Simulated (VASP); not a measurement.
# Hf (P6_3/mmc) in VASP: notebook

The runs below take Hf through relaxation of shape and atoms at fixed volume, with PBE.

Everything below comes from runs of VASP 6.6.1. Logs are shortened: lines on timing, memory, paths and dates and some standing lists are left out, and cuts for length are marked.

## 1. The cell of the first run

The structure is hexagonal, space group P6_3/mmc (No. 194). The conventional cell has a = 3.137 Å, b = 3.137 Å, c = 4.971 Å, α = 90.00°, β = 90.00°, γ = 120.00°. Within 4.0 Å of Hf (site symmetry -6m2) lie 12 Hf at 3.08 to 3.14 Å.

## 2. Relaxation of shape and atoms at fixed volume, PBE (21.18 Å³/atom)

The input, INCAR:

```
SYSTEM = Hf
  ALGO = Fast
  EDIFF = 1E-7
  EDIFFG = -0.01
  ENCUT = 600
  GGA = PE
  IBRION = 2
  ISIF = 4
  ISMEAR = 0
  LASPH = .TRUE.
  LCHARG = .FALSE.
  LREAL = .FALSE.
  LWAVE = .FALSE.
  NELM = 60
  NSW = 50
  PREC = Accurate
  SIGMA = 0.1
```

The input, KPOINTS:

```
k-points
0
G
  18 18 8
  0 0 0
```

The input, POSCAR:

```
Hf
1.0
    3.1370852095      0.0000000000      0.0000000000
   -1.5685426048      2.7167954852      0.0000000000
    0.0000000000      0.0000000000      4.9707625270
Hf
2
Direct
    0.3333333333      0.6666666667      0.2500000000
    0.6666666667      0.3333333333      0.7500000000
```

Potentials or basis: VASP PAW PBE potentials, release 64 (Hf_pv).

Started as:

```bash
$ cat potpaw_PBE.64/Hf_pv/POTCAR > POTCAR
$ mpirun -np 1 vasp_std > vasp.out
```

OUTCAR:

```text
SYSTEM = Hf
   EDIFF = 1E-7
   EDIFFG = -0.01
   ENCUT = 600
   GGA = PE
   IBRION = 2
   ISIF = 4
   ISMEAR = 0
   LASPH = .TRUE.
   LREAL = .FALSE.
   NELM = 60
   NSW = 50
   PREC = Accurate

 ion  position               nearest neighbor table
   1  0.333  0.667  0.250-   2 3.08   2 3.08   2 3.08   2 3.08   2 3.08   2 3.08
   2  0.667  0.333  0.750-   1 3.08   1 3.08   1 3.08   1 3.08   1 3.08   1 3.08

  LATTYP: Found a hexagonal cell.
 ALAT       =     3.1370852095
 C/A-ratio  =     1.5845162611

  Lattice vectors:

 A1 = (   3.1370852095,   0.0000000000,   0.0000000000)
 A2 = (  -1.5685426048,   2.7167954852,   0.0000000000)
 A3 = (   0.0000000000,   0.0000000000,   4.9707625270)

Analysis of symmetry for initial positions (statically):
=====================================================================
 Subroutine PRICEL returns:
 Original cell was already a primitive cell.

 Routine SETGRP: Setting up the symmetry group for a
 hexagonal supercell.

 Subroutine GETGRP returns: Found 24 space group operations
 (whereof 12 operations were pure point group operations)
 out of a pool of 24 trial point group operations.

The static configuration has the point symmetry D_3d.
 The point group associated with its full space group is D_6h.

Analysis of symmetry for dynamics (positions and initial velocities):
=====================================================================
 Subroutine PRICEL returns:
 Original cell was already a primitive cell.

 Routine SETGRP: Setting up the symmetry group for a
 hexagonal supercell.

 Subroutine GETGRP returns: Found 24 space group operations
 (whereof 12 operations were pure point group operations)
 out of a pool of 24 trial point group operations.

The dynamic configuration has the point symmetry D_3d.
 The point group associated with its full space group is D_6h.

 Subroutine INISYM returns: Found 24 space group operations
 (whereof 12 operations are pure point group operations),
 and found     1 'primitive' translations

----------------------------------------------------------------------------------------

                                     Primitive cell

  volume of cell :      42.3649

  direct lattice vectors                    reciprocal lattice vectors
     3.137085209  0.000000000  0.000000000     0.318767242  0.184040353  0.000000000
    -1.568542605  2.716795485  0.000000000     0.000000000  0.368080706  0.000000000
     0.000000000  0.000000000  4.970762527     0.000000000  0.000000000  0.201176378
[... 98 lines left out ...]
   EFERMI =   0.00;   METHOD = LEGACY
   ISMEAR =     0;   SIGMA  =   0.10  broadening in eV -4-tet -1-fermi 0-gaus
   EFERMI_NEDOS =   21; number of points for ismear=-14 and -15
   IALGO  =     68    algorithm
   IMIX   =      4    mixing-type and parameters
     AMIX     =   0.40;   BMIX     =  1.00
     AMIX_MAG =   1.60;   BMIX_MAG =  1.00
  volume/ion in A,a.u.               =      21.18       142.95
  Fermi-wavevector in a.u.,A,eV,Ry     =   1.274724  2.408879 22.108387  1.624921
  Thomas-Fermi vector in A             =   2.407476
   LORBIT       =      0    0 simple, 1 ext, 2 COOP (PROOUT), +10 PAW based schemes
   GGA     = PE    functional components
   LHFCALC =     F    Hartree Fock is set to
   AEXX    =    0.0000 exact exchange contribution
   IVDW    =     0    specifies the selected vdW correction
   LEPSILON=     F    determine dielectric tensor
   LRPA    =     F    only Hartree local field effects (RPA)
 conjugate gradient relaxation of ions
 non-spin polarized calculation
 RMM-DIIS sequential band-by-band and
 Gauss-broadening in eV      SIGMA  =   0.10
  energy-cutoff  :      600.00
  volume of cell :       42.36
 maximum number of plane-waves:      1448
 NGX is ok and might be reduce to    28
   NGX = 13   NGY = 13   NGZ = 19

 number of electron      19.9999998 magnetization

 Free energy of the ion-electron system (eV)
  ---------------------------------------------------
  ext. energy  EPLUGINS =         0.00000000
  ---------------------------------------------------
  free energy    TOTEN  =       -19.80222148 eV

  energy without entropy =      -19.79572188  energy(sigma->0) =      -19.79897168

 E-fermi :   5.3272     XC(G=0): -11.5342

 val. band max:        5.3156910641   @ k =   0.0556   0.0000   0.2500
 cond. band min:       5.3309617670   @ k =   0.2778   0.2778   0.2500
 fundamental gap:      0.0152707029
 Fermi energy:         5.3271789175

 k-point     1 :       0.0000    0.0000    0.0000
  band No.  band energies     occupation
      1     -25.7370      2.00000
      2     -24.8483      2.00000
      3     -24.8483      2.00000
      4     -24.7008      2.00000
      5     -24.6980      2.00000
      6     -24.6980      2.00000
      7      -2.2607      2.00000
      8       1.4197      2.00000
      9       6.1383      0.00000
     10       6.4999      0.00000
     11       6.4999      0.00000
     12       6.7822      0.00000
     13       7.3804      0.00000
     14       7.3813      0.00000
[... 377 lines left out ...]
      1     -25.4965      2.00000
      2     -25.3280      2.00000
      3     -25.2994      2.00000
      4     -25.0938      2.00000
      5     -24.9613      2.00000
      6     -24.8553      2.00000
      7       1.9597      2.00000
      8       2.7489      2.00000
      9       2.9898      2.00000
     10       4.4170      2.00000
     11       5.8980      0.00000
     12       6.2593      0.00000
     13       7.0113      0.00000
     14      10.6923      0.00000

 [... further k-points ...]

------------------------ aborting loop because EDIFF is reached ----------------------------------------

  FORCE on cell =-STRESS in cart. coord.  units (eV):
  Direction    XX          YY          ZZ          XY          YZ          ZX
  --------------------------------------------------------------------------------------
  -------------------------------------------------------------------------------------
  Total        1.8340323      1.8340323      1.8220252     -0.0000000      0.0000000     -0.0000000
  in kB       69.3603524     69.3603524     68.9062592     -0.0000000      0.0000000     -0.0000000
  external PRESSURE =      69.2089880 kB  Pullay stress =       0.0000000 kB

 VOLUME and BASIS-vectors are now :
 -----------------------------------------------------------------------------
  energy-cutoff  :      600.00
  volume of cell :       42.36
      direct lattice vectors                 reciprocal lattice vectors
     3.137085209  0.000000000  0.000000000     0.318767242  0.184040353  0.000000000
    -1.568542605  2.716795485  0.000000000     0.000000000  0.368080706  0.000000000
     0.000000000  0.000000000  4.970762527     0.000000000  0.000000000  0.201176378

 POSITION                                       TOTAL-FORCE (eV/Angst)
 -----------------------------------------------------------------------------------
     -0.00000      1.81120      1.24269        -0.000000      0.000000      0.000000
      1.56854      0.90560      3.72807         0.000000     -0.000000      0.000000
 -----------------------------------------------------------------------------------
    total drift:                               -0.000000      0.000000     -0.000000

  FREE ENERGIE OF THE ION-ELECTRON SYSTEM (eV)
  ---------------------------------------------------
  free  energy   TOTEN  =       -19.8022214752 eV

  energy  without entropy=      -19.7957218760  energy(sigma->0) =      -19.79897168

 reached required accuracy - stopping structural energy minimisation
```

CONTCAR:

```text
Hf
   1.00000000000000
     3.1370852094999999    0.0000000000000000    0.0000000000000000
    -1.5685426048000000    2.7167954852000000    0.0000000000000000
     0.0000000000000000    0.0000000000000000    4.9707625269999998
  Hf
     2
Direct
     0.3333333332999970    0.6666666667000030    0.2500000000000000
     0.6666666667000030    0.3333333332999970    0.7500000000000000

  0.00000000E+00  0.00000000E+00  0.00000000E+00
  0.00000000E+00  0.00000000E+00  0.00000000E+00
```

Wall time 1.8 min (1 thread of Intel Xeon Platinum 8259CL at 2.50GHz (Skylake/Cascade Lake), shared host); peak memory 0.26 GiB.

Results:

| Quantity | Value |
| --- | --- |
| Free energy | -19.8022 eV |
| Pressure after relaxing | 6.9 GPa |
| Band gap on the k mesh | zero (bands 10 and 11 overlap by 1.58 eV) |

Final structure:
```yaml
crystal:
  lattice:
    - [3.13709, 0.00000, 0.00000]
    - [-1.56854, 2.71680, 0.00000]
    - [0.00000, 0.00000, 4.97076]
  atoms:
    - { symbol: Hf, position: [0.33333, 0.66667, 0.25000] }
    - { symbol: Hf, position: [0.66667, 0.33333, 0.75000] }
```

Caveat: the relaxation stopped at its first step, so nothing moved; spin-orbit coupling is left out, which moves the levels of the heavy elements.

## 3. Relaxation of shape and atoms at fixed volume, PBE (21.86 Å³/atom)

This run uses another cell than the first one, of 21.86 Å³/atom.

The input, INCAR:

```
  ALGO = Fast
  EDIFF = 1E-6
  EDIFFG = -0.01
  ENCUT = 600
  GGA = PE
  IBRION = 2
  ISIF = 4
  ISMEAR = 0
  LASPH = True
  LCHARG = False
  LREAL = False
  LWAVE = False
  NELM = 60
  NSW = 50
  PREC = Accurate
  SIGMA = 0.1
```

The input, KPOINTS:

```
k-points
0
Gamma
  18 18 8
```

The input, POSCAR:

```
Hf
1.0
    3.1719078523      0.0000000000      0.0000000000
   -1.5859539262      2.7469527786      0.0000000000
    0.0000000000      0.0000000000      5.0173962690
Hf
2
Direct
    0.3333333333      0.6666666667      0.2500000000
    0.6666666667      0.3333333333      0.7500000000
```

Potentials or basis: VASP PAW PBE potentials, release 64 (Hf_pv).

Started as:

```bash
$ cat potpaw_PBE.64/Hf_pv/POTCAR > POTCAR
$ mpirun -np 1 vasp_std > vasp.out
```

It took 1.7 min on 1 thread of Intel Xeon Platinum 8259CL at 2.50GHz (Skylake/Cascade Lake), shared host; peak memory 0.27 GiB.

The run converged. Its results:

```yaml
Free_energy: -19.8438 eV
Pressure_after_relaxing: 3.0 GPa
Band_gap_on_the_k_mesh: zero (bands 10 and 11 overlap by 1.59 eV)
```

Final structure:
```cif
data_structure
_symmetry_space_group_name_H-M 'P 1'
_symmetry_Int_Tables_number 1
_cell_length_a 3.1719
_cell_length_b 3.1719
_cell_length_c 5.0174
_cell_angle_alpha 90.000
_cell_angle_beta 90.000
_cell_angle_gamma 120.000
_cell_volume 43.72
loop_
_atom_site_label
_atom_site_type_symbol
_atom_site_fract_x
_atom_site_fract_y
_atom_site_fract_z
_atom_site_occupancy
Hf1 Hf 0.33333 0.66667 0.25000 1
Hf2 Hf 0.66667 0.33333 0.75000 1
```

Levels at points of the mesh, in eV from the Fermi level:
```csv
k point,band 6,band 7,band 8,band 9,band 10,band 11,band 12,band 13,band 14
"(0.00, 0.00, 0.00)",-30.14,-7.48,-3.80,0.71,1.17,1.17,1.46,2.02,2.02
"(0.50, 0.00, 0.00)",-30.23,-3.41,-2.85,-2.32,-0.78,0.77,0.88,1.71,6.03
"(0.00, 0.00, 0.50)",-30.21,-5.46,-5.46,0.12,0.12,1.06,1.06,1.06,1.06
"(0.50, 0.00, 0.50)",-30.35,-3.50,-3.50,-1.04,-1.04,1.24,1.24,2.68,2.68
```

Caveat: the relaxation stopped at its first step, so nothing moved; spin-orbit coupling is left out, which moves the levels of the heavy elements.
